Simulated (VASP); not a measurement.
# SnSe in VASP: notebook, part 3 of 4

VASP 6.6.1.

## 4. Single point, PBE

File INCAR:

```
SYSTEM = SnSe
PREC = Accurate
ENCUT = 520
EDIFF = 1E-6
ISMEAR = 1
SIGMA = 0.001
LREAL = .False.
LASPH = .True.
NELM = 60
ALGO = Normal
ISIF = 2
LWAVE = .False.
LCHARG = .True.
GGA = PE
LELF = .True.
LVHAR = .True.
NBANDS = 28
```

File KPOINTS:

```
regular mesh
0
Gamma
  6 6 3
  0 0 0
```

File POSCAR:

```
SnSe
1.0
    4.3151924601      0.0000000000      0.0000000000
    0.0000000000      4.3151924601      0.0000000000
    0.0000000000      0.0000000000     10.7465131399
Sn Se
2 2
Direct
    0.5000000000      0.0000000000      0.3735891075
    0.0000000000      0.5000000000      0.6264108925
    0.5000000000      0.0000000000      0.6264500552
    0.0000000000      0.5000000000      0.3735499448
```

Potentials or basis: VASP PAW PBE potentials, release 64 (Sn_d, Se).

Started as:

```bash
> cat potpaw_PBE.64/Sn_d/POTCAR potpaw_PBE.64/Se/POTCAR > POTCAR
> mpirun -np 1 vasp_std > vasp.out
```

OUTCAR:

```text
SYSTEM = SnSe
   PREC = Accurate
   ENCUT = 520
   EDIFF = 1E-6
   ISMEAR = 1
   LREAL = .False.
   LASPH = .True.
   NELM = 60
   ISIF = 2
   GGA = PE

 ion  position               nearest neighbor table
   1  0.500  0.000  0.374-   3 2.72   4 3.05   4 3.05   4 3.05   4 3.05
   2  0.000  0.500  0.626-   4 2.72   3 3.05   3 3.05   3 3.05   3 3.05
   3  0.500  0.000  0.626-   1 2.72   2 3.05   2 3.05   2 3.05   2 3.05
   4  0.000  0.500  0.374-   2 2.72   1 3.05   1 3.05   1 3.05   1 3.05

  LATTYP: Found a simple tetragonal cell.
 ALAT       =     4.3151924601
 C/A-ratio  =     2.4903902292

  Lattice vectors:

 A1 = (   4.3151924601,   0.0000000000,   0.0000000000)
 A2 = (   0.0000000000,   4.3151924601,   0.0000000000)
 A3 = (   0.0000000000,   0.0000000000,  10.7465131399)

Analysis of symmetry for initial positions (statically):
=====================================================================
 Subroutine PRICEL returns:
 Original cell was already a primitive cell.

 Routine SETGRP: Setting up the symmetry group for a
 simple tetragonal supercell.

 Subroutine GETGRP returns: Found 16 space group operations
 (whereof  8 operations were pure point group operations)
 out of a pool of 16 trial point group operations.

The static configuration has the point symmetry D_2d.
 The point group associated with its full space group is D_4h.

Analysis of symmetry for dynamics (positions and initial velocities):
=====================================================================
 Subroutine PRICEL returns:
 Original cell was already a primitive cell.

 Routine SETGRP: Setting up the symmetry group for a
 simple tetragonal supercell.

 Subroutine GETGRP returns: Found 16 space group operations
 (whereof  8 operations were pure point group operations)
 out of a pool of 16 trial point group operations.

The dynamic configuration has the point symmetry D_2d.
 The point group associated with its full space group is D_4h.

 Subroutine INISYM returns: Found 16 space group operations
 (whereof  8 operations are pure point group operations),
 and found     1 'primitive' translations

----------------------------------------------------------------------------------------

                                     Primitive cell

  volume of cell :     200.1096

  direct lattice vectors                    reciprocal lattice vectors
     4.315192460  0.000000000  0.000000000     0.231739374  0.000000000  0.000000000
     0.000000000  4.315192460  0.000000000     0.000000000  0.231739374  0.000000000
     0.000000000  0.000000000 10.746513140     0.000000000  0.000000000  0.093053439

  length of vectors
     4.315192460  4.315192460 10.746513140     0.231739374  0.231739374  0.093053439

  position of ions in fractional coordinates (direct lattice)
     0.500000000  0.000000000  0.373589108
     0.000000000  0.500000000  0.626410892
     0.500000000  0.000000000  0.626450055
     0.000000000  0.500000000  0.373549945

  ion indices of the primitive-cell ions
   primitive index   ion index
                 1           1
                 2           2
                 3           3
                 4           4

----------------------------------------------------------------------------------------

 KPOINTS: regular mesh

Automatic generation of k-mesh.
 Grid dimensions read from file:
 generate k-points for:    6    6    3

 Generating k-lattice:

  Cartesian coordinates                     Fractional coordinates (reciprocal lattice)
     0.038623229  0.000000000  0.000000000     0.166666667  0.000000000  0.000000000
     0.000000000  0.038623229  0.000000000     0.000000000  0.166666667  0.000000000
     0.000000000  0.000000000  0.031017813     0.000000000  0.000000000  0.333333333

  Length of vectors
     0.038623229  0.038623229  0.031017813

  Shift w.r.t. Gamma in fractional coordinates (k-lattice)
     0.000000000  0.000000000  0.000000000

 Subroutine IBZKPT returns following result:
 ===========================================

 Found     20 irreducible k-points:

 Following reciprocal coordinates:
            Coordinates               Weight
  0.000000  0.000000  0.000000      1.000000
  0.166667  0.000000  0.000000      4.000000
  0.333333  0.000000  0.000000      4.000000
  0.500000  0.000000  0.000000      2.000000
  0.166667  0.166667  0.000000      4.000000
  0.333333  0.166667  0.000000      8.000000
[... 12 lines left out ...]
  0.500000  0.333333  0.333333      8.000000
  0.500000  0.500000  0.333333      2.000000
   k-points           NKPTS =     20   k-points in BZ     NKDIM =     20   number of bands    NBANDS=     28
   number of dos      NEDOS =    301   number of ions     NIONS =      4
   total plane-waves  NPLWV =  81920
   dimension x,y,z NGX =    32 NGY =   32 NGZ =   80
   dimension x,y,z NGXF=    64 NGYF=   64 NGZF=  160
   ions per type =               2   2
   NGX,Y,Z   is equivalent  to a cutoff of  12.33, 12.33, 12.38 a.u.
   NGXF,Y,Z  is equivalent  to a cutoff of  24.66, 24.66, 24.75 a.u.
 SYSTEM =  SnSe
   PREC   = accura    normal or accurate (medium, high low for compatibility)
   ISTART =      0    job   : 0-new  1-cont  2-samecut
   ICHARG =      2    charge: 1-file 2-atom 10-const
   ISPIN  =      1    spin polarized calculation?
   LNONCOLLINEAR =      F non collinear calculations
   LSORBIT =      F    spin-orbit coupling
   LASPH  =      T    aspherical Exc in radial PAW
   ENCUT  =  520.0 eV  38.22 Ry    6.18 a.u.   8.02  8.02 19.98*2*pi/ulx,y,z
   NELM   =     60;   NELMIN=  2; NELMDL= -5     # of ELM steps
   EDIFF  = 0.1E-05   stopping-criterion for ELM
   LREAL  =      F    real-space projection
   EDIFFG = 0.1E-04   stopping-criterion for IOM
   NSW    =      0    number of steps for IOM
   IBRION =     -1    ionic relax: 0-MD 1-quasi-New 2-CG
   NFREE  =      0    steps in history (QN), initial steepest desc. (CG)
   ISIF   =      2    stress and relaxation
   ISYM   =      2    0-nonsym 1-usesym 2-fastsym
   POTIM  = 0.5000    time-step for ionic-motion
   TEBEG  =    0.0;   TEEND  =   0.0 temperature during run
   PSTRESS=    0.0 pullay stress
   NELECT =      40.0000    total number of electrons
   NUPDOWN=      -1.0000    fix difference up-down
   EMIN   =  10.00;   EMAX   =-10.00  energy-range for DOS
   EFERMI =   0.00;   METHOD = LEGACY
   ISMEAR =     1;   SIGMA  =   0.00  broadening in eV -4-tet -1-fermi 0-gaus
   EFERMI_NEDOS =   21; number of points for ismear=-14 and -15
   IALGO  =     38    algorithm
   IMIX   =      4    mixing-type and parameters
     AMIX     =   0.40;   BMIX     =  1.00
     AMIX_MAG =   1.60;   BMIX_MAG =  1.00
  volume/ion in A,a.u.               =      50.03       337.60
  Fermi-wavevector in a.u.,A,eV,Ry     =   0.957206  1.808858 12.466254  0.916244
  Thomas-Fermi vector in A             =   2.086203
   LORBIT       =      0    0 simple, 1 ext, 2 COOP (PROOUT), +10 PAW based schemes
   GGA     = PE    functional components
   LHFCALC =     F    Hartree Fock is set to
   AEXX    =    0.0000 exact exchange contribution
   IVDW    =     0    specifies the selected vdW correction
   LEPSILON=     F    determine dielectric tensor
   LRPA    =     F    only Hartree local field effects (RPA)
 non-spin polarized calculation
 Methfessel and Paxton  Order N= 1 SIGMA  =   0.00
  energy-cutoff  :      520.00
  volume of cell :      200.11
 maximum number of plane-waves:      5424
   NGX = 17   NGY = 17   NGZ = 39

 number of electron      40.0000017 magnetization

 Free energy of the ion-electron system (eV)
  ---------------------------------------------------
  ext. energy  EPLUGINS =         0.00000000
  ---------------------------------------------------
  free energy    TOTEN  =       -16.27003769 eV

  energy without entropy =      -16.27003769  energy(sigma->0) =      -16.27003769

 E-fermi :   0.6737     XC(G=0):  -6.1436

 val. band max:        0.6303000276   @ k =   0.3333   0.0000   0.3333
 cond. band min:       2.1455040253   @ k =   0.5000   0.0000   0.0000
 fundamental gap:      1.5152039977
 Fermi energy:         0.6736536075

 k-point     1 :       0.0000    0.0000    0.0000
  band No.  band energies     occupation
      1     -20.4562      2.00000
      2     -20.4500      2.00000
      3     -20.4478      2.00000
      4     -20.4434      2.00000
      5     -20.4396      2.00000
      6     -20.4167      2.00000
[... 609 lines left out ...]
     27       6.9190      0.00000
     28       6.9190      0.00000

------------------------ aborting loop because EDIFF is reached ----------------------------------------

  FORCE on cell =-STRESS in cart. coord.  units (eV):
  Direction    XX          YY          ZZ          XY          YZ          ZX
  --------------------------------------------------------------------------------------
  -------------------------------------------------------------------------------------
  Total       -0.0000822     -0.0000822      0.0358572      0.0000000      0.0000000      0.0000000
  in kB       -0.0006584     -0.0006584      0.2870904      0.0000000      0.0000000      0.0000000
  external PRESSURE =       0.0952579 kB  Pullay stress =       0.0000000 kB

 VOLUME and BASIS-vectors are now :
 -----------------------------------------------------------------------------
  energy-cutoff  :      520.00
  volume of cell :      200.11
      direct lattice vectors                 reciprocal lattice vectors
     4.315192460  0.000000000  0.000000000     0.231739374  0.000000000  0.000000000
     0.000000000  4.315192460  0.000000000     0.000000000  0.231739374  0.000000000
     0.000000000  0.000000000 10.746513140     0.000000000  0.000000000  0.093053439

 POSITION                                       TOTAL-FORCE (eV/Angst)
 -----------------------------------------------------------------------------------
      2.15760      0.00000      4.01478         0.000000     -0.000000     -0.009800
      0.00000      2.15760      6.73173         0.000000     -0.000000      0.009800
      2.15760      0.00000      6.73215         0.000000     -0.000000      0.012606
      0.00000      2.15760      4.01436        -0.000000      0.000000     -0.012606
 -----------------------------------------------------------------------------------
    total drift:                                0.000000      0.000000      0.000000

  FREE ENERGIE OF THE ION-ELECTRON SYSTEM (eV)
  ---------------------------------------------------
  free  energy   TOTEN  =       -16.2700376904 eV

  energy  without entropy=      -16.2700376904  energy(sigma->0) =      -16.27003769
```

OSZICAR:

```text
N       E                     dE             d eps       ncg     rms          rms(c)
DAV:   1     0.341801215922E+03    0.34180E+03   -0.18696E+04  1164   0.146E+03
DAV:   2     0.300288360477E+02   -0.31177E+03   -0.30387E+03  1240   0.366E+02
DAV:   3    -0.146318909050E+02   -0.44661E+02   -0.44206E+02  1328   0.144E+02
DAV:   4    -0.167273738601E+02   -0.20955E+01   -0.20854E+01  1344   0.330E+01
DAV:   5    -0.167867728296E+02   -0.59399E-01   -0.59377E-01  1460   0.594E+00    0.444E+00
DAV:   6    -0.163016840964E+02    0.48509E+00   -0.10817E+00  1524   0.523E+00    0.275E+00
DAV:   7    -0.162826073643E+02    0.19077E-01   -0.29033E-01  1404   0.208E+00    0.122E+00
DAV:   8    -0.162733424126E+02    0.92650E-02   -0.28693E-02  1264   0.112E+00    0.249E-01
DAV:   9    -0.162697277277E+02    0.36147E-02   -0.50888E-03  1328   0.421E-01    0.124E-01
DAV:  10    -0.162685170703E+02    0.12107E-02   -0.25900E-03  1200   0.194E-01    0.447E-02
DAV:  11    -0.162690308541E+02   -0.51378E-03   -0.12951E-03  1172   0.141E-01    0.529E-02
DAV:  12    -0.162700027948E+02   -0.97194E-03   -0.39987E-04  1264   0.902E-02    0.122E-02
DAV:  13    -0.162700386870E+02   -0.35892E-04   -0.38481E-05  1004   0.389E-02    0.857E-03
DAV:  14    -0.162700379074E+02    0.77954E-06   -0.11560E-05  1060   0.218E-02    0.452E-03
DAV:  15    -0.162700376904E+02    0.21705E-06   -0.56359E-07  1008   0.630E-03
   1 F= -.16270038E+02 E0= -.16270038E+02  d E =0.000000E+00
```

stdout:

```text
POSCAR found type information on POSCAR SnSe
 POSCAR found :  2 types and       4 ions
 scaLAPACK will be used
 LDA part: xc-table for (Slater+PW92), standard interpolation
 POSCAR, INCAR and KPOINTS ok, starting setup
 FFT: planning ... GRIDC
 FFT: planning ... GRID_SOFT
 FFT: planning ... GRID
 WAVECAR not read
 entering main loop
```

It took 74 s on 1 thread of Intel Xeon Platinum 8488C (Sapphire Rapids), shared host; peak memory 0.32 GiB.

Results:

```
Free energy            : -16.2700 eV
Largest force          : 0.013 eV/Å
Band gap on the k mesh : 1.52 eV (least direct gap 1.57 eV)
```

Forces on the atoms (eV/Å):
```
Sn   0.000  0.000 -0.010
Sn   0.000  0.000  0.010
Se   0.000  0.000  0.013
Se   0.000  0.000 -0.013
```

Levels at points of the mesh, in eV from the valence-band top:
```tsv
k point	band 18	band 19	band 20	band 21	band 22	band 23
(0.00, 0.00, 0.00)	-1.65	-1.65	-0.46	1.88	3.75	3.90
(0.50, 0.00, 0.00)	-1.41	-0.05	-0.05	1.52	1.52	2.10
(0.50, 0.50, 0.00)	-3.11	-1.61	-1.61	3.65	3.65	4.75
```

Caveat: there is no dipole correction, which matters where the two faces differ; spin-orbit coupling is left out, which moves the levels of the heavy elements.

## 5. Relaxation of cell and atoms, PBE

This run uses another cell than the first one.

File INCAR:

```
SYSTEM = SnSe
  ALGO = Normal
  EDIFF = 1E-6
  EDIFFG = -0.005
  ENCUT = 600
  GGA = PE
  IBRION = 2
  ISIF = 3
  ISMEAR = -1
  LASPH = .TRUE.
  LCHARG = .FALSE.
  LREAL = .FALSE.
  LWAVE = .FALSE.
  NELM = 60
  NSW = 100
  PREC = Accurate
  SIGMA = 0.02
```

File KPOINTS:

```
k-points
0
G
  6 6 3
  0 0 0
```

File POSCAR:

```
SnSe
1.0
    4.1978472110      0.0000000000      0.0000000000
    0.0000000000      4.1978472110      0.0000000000
    0.0000000000      0.0000000000     10.7663293357
Sn Se
2 2
Direct
    0.5000000000      0.0000000000      0.3722291100
    0.0000000000      0.5000000000      0.6277708900
    0.5000000000      0.0000000000      0.6160394900
    0.0000000000      0.5000000000      0.3839605100
```

Started as:

```bash
> cat potpaw_PBE.64/Sn_d/POTCAR potpaw_PBE.64/Se/POTCAR > POTCAR
> mpirun -np 1 vasp_std > vasp.out
```

It took 16 min on 1 thread of Intel Xeon Platinum 8488C (Sapphire Rapids), shared host; peak memory 0.4 GiB.

The run converged. Its results:

```yaml
Free_energy: -16.2693 eV
Relaxed_cell: a = 4.315 Å, b = 4.315 Å, c = 10.968 Å, α = 90.00°, β = 90.00°, γ = 90.00°
Space_group_after_relaxing_to_0.1_Å: P4/nmm (No. 129)
Energy_gained_by_relaxing: 34.9 meV/atom
Ionic_steps: 17
Band_gap_on_the_k_mesh: 1.51 eV (least direct gap 1.56 eV)
```

Forces in eV/Å, atoms in the order of the input:
```
Sn   0.000  0.000 -0.001
Sn   0.000  0.000  0.001
Se   0.000  0.000  0.002
Se   0.000  0.000 -0.002
```

The path:
```csv
step,energy change (eV),largest force (eV/Å),pressure (GPa),volume (Å³)
1,0.0000,0.6475,2.61,189.72
2,-0.0906,0.4457,-1.05,211.70
3,-0.1276,0.1251,0.05,203.42
4,-0.1276,0.1117,0.09,203.14
5,-0.1305,0.0692,0.03,203.89
6,-0.1308,0.0910,0.01,204.21
7,-0.1318,0.0763,-0.03,204.48
8,-0.1342,0.0762,-0.14,205.27
9,-0.1349,0.1210,-0.35,206.87
10,-0.1352,0.1071,-0.29,206.30
11,-0.1357,0.1006,-0.27,206.21
12,-0.1368,0.0857,-0.23,205.93
13,-0.1384,0.0544,-0.16,205.39
14,-0.1395,0.0095,-0.01,204.30
15,-0.1395,0.0063,-0.03,204.47
16,-0.1396,0.0041,-0.02,204.42
17,-0.1396,0.0021,0.00,204.25
```

Final structure:
```cif
data_structure
_symmetry_space_group_name_H-M 'P 1'
_symmetry_Int_Tables_number 1
_cell_length_a 4.3153
_cell_length_b 4.3153
_cell_length_c 10.9683
_cell_angle_alpha 90.000
_cell_angle_beta 90.000
_cell_angle_gamma 90.000
_cell_volume 204.25
loop_
_atom_site_label
_atom_site_type_symbol
_atom_site_fract_x
_atom_site_fract_y
_atom_site_fract_z
_atom_site_occupancy
Sn1 Sn 0.50000 0.00000 0.37614 1
Sn2 Sn 0.00000 0.50000 0.62386 1
Se1 Se 0.50000 0.00000 0.62408 1
Se2 Se 0.00000 0.50000 0.37592 1
```

Levels at points of the mesh, in eV from the valence-band top:
| k point | band 16 | band 17 | band 18 | band 19 | band 20 | band 21 | band 22 | band 23 | band 24 |
| --- | --- | --- | --- | --- | --- | --- | --- | --- | --- |
| (0.00, 0.00, 0.00) | -2.86 | -2.86 | -1.65 | -1.65 | -0.46 | 1.87 | 3.75 | 3.91 | 4.54 |
| (0.50, 0.00, 0.00) | -2.20 | -1.41 | -1.41 | -0.05 | -0.05 | 1.51 | 1.51 | 2.10 | 2.10 |
| (0.50, 0.50, 0.00) | -4.56 | -3.11 | -3.11 | -1.61 | -1.61 | 3.64 | 3.64 | 4.76 | 4.76 |

Caveat: there is no dipole correction, which matters where the two faces differ; spin-orbit coupling is left out, which moves the levels of the heavy elements.

(Continued in part 4 of 4.)
